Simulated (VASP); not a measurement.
# BaZrO3 (Pm-3m) in VASP: single point with r2SCAN

Aim: the single point of BaZrO3 with r2SCAN.

All numbers are computed with VASP 6.6.1; they aren't measurements. Logs are shortened: lines on timing, memory, paths and dates and some standing lists are left out, and cuts for length are marked.

## (1) The cell of the first run

The structure is cubic, space group Pm-3m (No. 221). Conventional cell: a = 4.156 Å, b = 4.156 Å, c = 4.156 Å, α = 90.00°, β = 90.00°, γ = 90.00°. Within 2.8 Å of O (site symmetry 4/mmm) lie 2 Zr at 2.08 Å. Within 3.9 Å of Ba (site symmetry m-3m) lie 12 O at 2.94 Å and 8 Zr at 3.60 Å. Zr (site symmetry m-3m) has 6 O at 2.08 Å within 2.8 Å.

## (2) Single point, r2SCAN

File POSCAR:

```
BaZrO3
1.0
    4.1558340000      0.0000000000      0.0000000000
    0.0000000000      4.1558340000      0.0000000000
    0.0000000000      0.0000000000      4.1558340000
O Ba Zr
3 1 1
Direct
    0.0000000000      0.5000000000      0.5000000000
    0.5000000000      0.0000000000      0.5000000000
    0.5000000000      0.5000000000      0.0000000000
    0.0000000000      0.0000000000      0.0000000000
    0.5000000000      0.5000000000      0.5000000000
```

File INCAR.step1:

```
SYSTEM = BaZrO3
PREC = Accurate
ENCUT = 520
ISMEAR = -1
SIGMA = 0.0123
LREAL = .FALSE.
LASPH = .TRUE.
NELM = 80
NBANDS = 28
GGA = PE
ALGO = Normal
EDIFF = 1E-4
LWAVE = .TRUE.
LCHARG = .FALSE.
```

File INCAR.step2:

```
SYSTEM = BaZrO3
PREC = Accurate
ENCUT = 520
EDIFF = 1E-6
ISMEAR = -1
SIGMA = 0.0123
LREAL = .FALSE.
LASPH = .TRUE.
NELM = 80
ALGO = Normal
ISIF = 2
LWAVE = .FALSE.
LCHARG = .FALSE.
METAGGA = R2SCAN
LMIXTAU = .TRUE.
NBANDS = 28
ISTART = 1
```

File KPOINTS:

```
regular mesh
0
G
  6 6 6
  0 0 0
```

Potentials or basis: VASP PAW PBE potentials, release 64 (O, Ba_sv, Zr_sv).

On the command line:

```
$ cat potpaw_PBE.64/O/POTCAR potpaw_PBE.64/Ba_sv/POTCAR potpaw_PBE.64/Zr_sv/POTCAR > POTCAR
$ cp INCAR.step1 INCAR
$ mpirun -np 1 vasp_std > vasp.out
$ cp INCAR.step2 INCAR
$ mpirun -np 1 vasp_std > vasp.out
```

OUTCAR:

```text
SYSTEM = BaZrO3
   PREC = Accurate
   ENCUT = 520
   EDIFF = 1E-6
   ISMEAR = -1
   LREAL = .FALSE.
   LASPH = .TRUE.
   NELM = 80
   ISIF = 2
   METAGGA = R2SCAN
   ISTART = 1

 ion  position               nearest neighbor table
   1  0.000  0.500  0.500-   5 2.08   5 2.08   4 2.94   4 2.94   4 2.94   4 2.94
   2  0.500  0.000  0.500-   5 2.08   5 2.08   4 2.94   4 2.94   4 2.94   4 2.94
   3  0.500  0.500  0.000-   5 2.08   5 2.08   4 2.94   4 2.94   4 2.94   4 2.94
   4  0.000  0.000  0.000-   1 2.94   2 2.94   3 2.94   1 2.94   2 2.94   1 2.94   3 2.94   1 2.94
                             2 2.94   3 2.94   2 2.94   3 2.94   5 3.60   5 3.60   5 3.60   5 3.60
   5  0.500  0.500  0.500-   1 2.08   2 2.08   3 2.08   3 2.08   2 2.08   1 2.08   4 3.60   4 3.60
                             4 3.60   4 3.60   4 3.60   4 3.60   4 3.60   4 3.60

  LATTYP: Found a simple cubic cell.
 ALAT       =     4.1558340000

  Lattice vectors:

 A1 = (   4.1558340000,   0.0000000000,   0.0000000000)
 A2 = (   0.0000000000,   4.1558340000,   0.0000000000)
 A3 = (   0.0000000000,   0.0000000000,   4.1558340000)

Analysis of symmetry for initial positions (statically):
=====================================================================
 Subroutine PRICEL returns:
 Original cell was already a primitive cell.

 Routine SETGRP: Setting up the symmetry group for a
 simple cubic supercell.

 Subroutine GETGRP returns: Found 48 space group operations
 (whereof 48 operations were pure point group operations)
 out of a pool of 48 trial point group operations.

The static configuration has the point symmetry O_h .

Analysis of symmetry for dynamics (positions and initial velocities):
=====================================================================
 Subroutine PRICEL returns:
 Original cell was already a primitive cell.

 Routine SETGRP: Setting up the symmetry group for a
 simple cubic supercell.

 Subroutine GETGRP returns: Found 48 space group operations
 (whereof 48 operations were pure point group operations)
 out of a pool of 48 trial point group operations.

The dynamic configuration has the point symmetry O_h .

 Subroutine INISYM returns: Found 48 space group operations
 (whereof 48 operations are pure point group operations),
 and found     1 'primitive' translations

----------------------------------------------------------------------------------------

                                     Primitive cell

  volume of cell :      71.7752

  direct lattice vectors                    reciprocal lattice vectors
     4.155834000  0.000000000  0.000000000     0.240625588  0.000000000  0.000000000
     0.000000000  4.155834000  0.000000000     0.000000000  0.240625588  0.000000000
     0.000000000  0.000000000  4.155834000     0.000000000  0.000000000  0.240625588

  length of vectors
     4.155834000  4.155834000  4.155834000     0.240625588  0.240625588  0.240625588

  position of ions in fractional coordinates (direct lattice)
     0.000000000  0.500000000  0.500000000
     0.500000000  0.000000000  0.500000000
     0.500000000  0.500000000  0.000000000
     0.000000000  0.000000000  0.000000000
     0.500000000  0.500000000  0.500000000

  ion indices of the primitive-cell ions
   primitive index   ion index
                 1           1
                 2           2
                 3           3
                 4           4
                 5           5

----------------------------------------------------------------------------------------

 KPOINTS: regular mesh

Automatic generation of k-mesh.
 Grid dimensions read from file:
 generate k-points for:    6    6    6

 Generating k-lattice:

  Cartesian coordinates                     Fractional coordinates (reciprocal lattice)
     0.040104265  0.000000000  0.000000000     0.166666667  0.000000000  0.000000000
     0.000000000  0.040104265  0.000000000     0.000000000  0.166666667  0.000000000
     0.000000000  0.000000000  0.040104265     0.000000000  0.000000000  0.166666667

  Length of vectors
     0.040104265  0.040104265  0.040104265

  Shift w.r.t. Gamma in fractional coordinates (k-lattice)
     0.000000000  0.000000000  0.000000000

 Subroutine IBZKPT returns following result:
 ===========================================

 Found     20 irreducible k-points:

 Following reciprocal coordinates:
            Coordinates               Weight
  0.000000  0.000000  0.000000      1.000000
  0.166667  0.000000  0.000000      6.000000
  0.333333  0.000000  0.000000      6.000000
  0.500000  0.000000  0.000000      3.000000
  0.166667  0.166667  0.000000     12.000000
  0.333333  0.166667  0.000000     24.000000
[... 12 lines left out ...]
  0.500000  0.500000  0.333333      6.000000
  0.500000  0.500000  0.500000      1.000000
   k-points           NKPTS =     20   k-points in BZ     NKDIM =     20   number of bands    NBANDS=     28
   number of dos      NEDOS =    301   number of ions     NIONS =      5
   total plane-waves  NPLWV =  32768
   dimension x,y,z NGX =    32 NGY =   32 NGZ =   32
   dimension x,y,z NGXF=    64 NGYF=   64 NGZF=   64
   ions per type =               3   1   1
   NGX,Y,Z   is equivalent  to a cutoff of  12.80, 12.80, 12.80 a.u.
   NGXF,Y,Z  is equivalent  to a cutoff of  25.60, 25.60, 25.60 a.u.
 SYSTEM =  BaZrO3
   PREC   = accura    normal or accurate (medium, high low for compatibility)
   ISTART =      1    job   : 0-new  1-cont  2-samecut
   ICHARG =      0    charge: 1-file 2-atom 10-const
   ISPIN  =      1    spin polarized calculation?
   LNONCOLLINEAR =      F non collinear calculations
   LSORBIT =      F    spin-orbit coupling
   LASPH  =      T    aspherical Exc in radial PAW
   ENCUT  =  520.0 eV  38.22 Ry    6.18 a.u.   7.73  7.73  7.73*2*pi/ulx,y,z
   NELM   =     80;   NELMIN=  2; NELMDL=  0     # of ELM steps
   EDIFF  = 0.1E-05   stopping-criterion for ELM
   LREAL  =      F    real-space projection
   EDIFFG = 0.1E-04   stopping-criterion for IOM
   NSW    =      0    number of steps for IOM
   IBRION =     -1    ionic relax: 0-MD 1-quasi-New 2-CG
   NFREE  =      0    steps in history (QN), initial steepest desc. (CG)
   ISIF   =      2    stress and relaxation
   ISYM   =      2    0-nonsym 1-usesym 2-fastsym
   POTIM  = 0.5000    time-step for ionic-motion
   TEBEG  =    0.0;   TEEND  =   0.0 temperature during run
   PSTRESS=    0.0 pullay stress
   NELECT =      40.0000    total number of electrons
   NUPDOWN=      -1.0000    fix difference up-down
   EMIN   =  10.00;   EMAX   =-10.00  energy-range for DOS
   EFERMI =   0.00;   METHOD = LEGACY
   ISMEAR =    -1;   SIGMA  =   0.01  broadening in eV -4-tet -1-fermi 0-gaus
   EFERMI_NEDOS =   21; number of points for ismear=-14 and -15
   IALGO  =     38    algorithm
   IMIX   =      4    mixing-type and parameters
     AMIX     =   0.40;   BMIX     =  1.00
     AMIX_MAG =   1.60;   BMIX_MAG =  1.00
  volume/ion in A,a.u.               =      14.36        96.87
  Fermi-wavevector in a.u.,A,eV,Ry     =   1.347214  2.545866 24.694383  1.814986
  Thomas-Fermi vector in A             =   2.474983
   LORBIT       =      0    0 simple, 1 ext, 2 COOP (PROOUT), +10 PAW based schemes
   METAGGA = R2SCAN    functional components
   LHFCALC =     F    Hartree Fock is set to
   AEXX    =    0.0000 exact exchange contribution
   IVDW    =     0    specifies the selected vdW correction
   LEPSILON=     F    determine dielectric tensor
   LRPA    =     F    only Hartree local field effects (RPA)
 non-spin polarized calculation
  energy-cutoff  :      520.00
  volume of cell :       71.78
 maximum number of plane-waves:      1956
 NGX is ok and might be reduce to    32
   NGX = 15   NGY = 15   NGZ = 15

 number of electron      40.0000014 magnetization

 Free energy of the ion-electron system (eV)
  ---------------------------------------------------
  ext. energy  EPLUGINS =         0.00000000
  ---------------------------------------------------
  free energy    TOTEN  =       -85.03633492 eV

  energy without entropy =      -85.03633492  energy(sigma->0) =      -85.03633492

 E-fermi :   4.0445     XC(G=0): -11.5304

 val. band max:        3.6682043374   @ k =   0.5000   0.5000   0.5000
 cond. band min:       7.4328769141   @ k =   0.0000   0.0000   0.0000
 fundamental gap:      3.7646725767
 Fermi energy:         4.0444791311

 k-point     1 :       0.0000    0.0000    0.0000
  band No.  band energies     occupation
      1     -44.6724      2.00000
      2     -22.2514      2.00000
      3     -22.1530      2.00000
      4     -22.1530      2.00000
      5     -22.1530      2.00000
      6     -13.7155      2.00000
[... 20 lines left out ...]
     27      11.9281      0.00000
     28      11.9281      0.00000

 k-point     2 :       0.1667    0.0000    0.0000
  band No.  band energies     occupation
      1     -44.6713      2.00000
      2     -22.3715      2.00000
      3     -22.1510      2.00000
      4     -22.1510      2.00000
      5     -22.0983      2.00000
      6     -13.7317      2.00000
[... 20 lines left out ...]
     27      11.9304      0.00000
     28      12.6379      0.00000

 k-point     3 :       0.3333    0.0000    0.0000
  band No.  band energies     occupation
      1     -44.6690      2.00000
      2     -22.5472      2.00000
      3     -22.1469      2.00000
      4     -22.1469      2.00000
      5     -22.0447      2.00000
      6     -13.8518      2.00000
[... 20 lines left out ...]
     27      12.0267      0.00000
     28      12.6163      0.00000

 k-point     4 :       0.5000    0.0000    0.0000
  band No.  band energies     occupation
      1     -44.6679      2.00000
      2     -22.6258      2.00000
      3     -22.1449      2.00000
      4     -22.1449      2.00000
      5     -22.0232      2.00000
      6     -13.9161      2.00000
[... 454 lines left out ...]
     27      12.6869      0.00000
     28      13.3934      0.00000

 k-point    19 :       0.5000    0.5000    0.3333
  band No.  band energies     occupation
      1     -44.6602      2.00000
      2     -22.4630      2.00000
      3     -22.4630      2.00000
      4     -22.3837      2.00000
      5     -22.1072      2.00000
      6     -12.7169      2.00000
[... 20 lines left out ...]
     27      12.9579      0.00000
     28      13.7157      0.00000

 k-point    20 :       0.5000    0.5000    0.5000
  band No.  band energies     occupation
      1     -44.6591      2.00000
      2     -22.4601      2.00000
      3     -22.4601      2.00000
      4     -22.4601      2.00000
      5     -22.0968      2.00000
      6     -12.3946      2.00000
[... 20 lines left out ...]
     27      13.5848      0.00000
     28      13.5848      0.00000

------------------------ aborting loop because EDIFF is reached ----------------------------------------

  FORCE on cell =-STRESS in cart. coord.  units (eV):
  Direction    XX          YY          ZZ          XY          YZ          ZX
  --------------------------------------------------------------------------------------
  -------------------------------------------------------------------------------------
  Total        3.3277982      3.3277982      3.3277982      0.0000000      0.0000000     -0.0000000
  in kB       74.2836075     74.2836075     74.2836075      0.0000000      0.0000000     -0.0000000
  external PRESSURE =      74.2836075 kB  Pullay stress =       0.0000000 kB

 VOLUME and BASIS-vectors are now :
 -----------------------------------------------------------------------------
  energy-cutoff  :      520.00
  volume of cell :       71.78
      direct lattice vectors                 reciprocal lattice vectors
     4.155834000  0.000000000  0.000000000     0.240625588  0.000000000  0.000000000
     0.000000000  4.155834000  0.000000000     0.000000000  0.240625588  0.000000000
     0.000000000  0.000000000  4.155834000     0.000000000  0.000000000  0.240625588

 POSITION                                       TOTAL-FORCE (eV/Angst)
 -----------------------------------------------------------------------------------
      0.00000      2.07792      2.07792         0.000000      0.000000      0.000000
      2.07792      0.00000      2.07792         0.000000      0.000000      0.000000
      2.07792      2.07792      0.00000         0.000000      0.000000      0.000000
      0.00000      0.00000      0.00000         0.000000      0.000000      0.000000
      2.07792      2.07792      2.07792         0.000000      0.000000      0.000000
 -----------------------------------------------------------------------------------
    total drift:                                0.000000     -0.000000     -0.000000

  FREE ENERGIE OF THE ION-ELECTRON SYSTEM (eV)
  ---------------------------------------------------
  free  energy   TOTEN  =       -85.0363349219 eV

  energy  without entropy=      -85.0363349219  energy(sigma->0) =      -85.03633492
```

Run time: 49 s. Hardware: 1 thread of Intel Xeon 6975P-C (Granite Rapids), shared host; peak memory 0.2 GiB.

Results:

* Free energy: -85.0363 eV
* Pressure: 7.4 GPa
* Band gap on the k mesh: 3.76 eV, indirect (least direct gap 3.98 eV)

Levels at points of the mesh, in eV from the valence-band top:
```
           k point  band 18  band 19  band 20  band 21  band 22  band 23
(0.00, 0.00, 0.00)    -0.21    -0.21    -0.21     3.76     3.76     3.76
(0.50, 0.00, 0.00)    -1.75    -0.44    -0.44     4.23     6.41     6.41
(0.50, 0.50, 0.00)    -0.94    -0.75    -0.08     6.37     6.37     7.15
(0.50, 0.50, 0.50)     0.00     0.00     0.00     6.73     6.73     6.73
```

Caveat: the PAW data sets were made with another functional, which shifts forces and pressure a little; spin-orbit coupling is left out, which moves the levels of the heavy elements. r2SCAN opens gaps a little over a GGA but as a rule still falls short of measured ones.
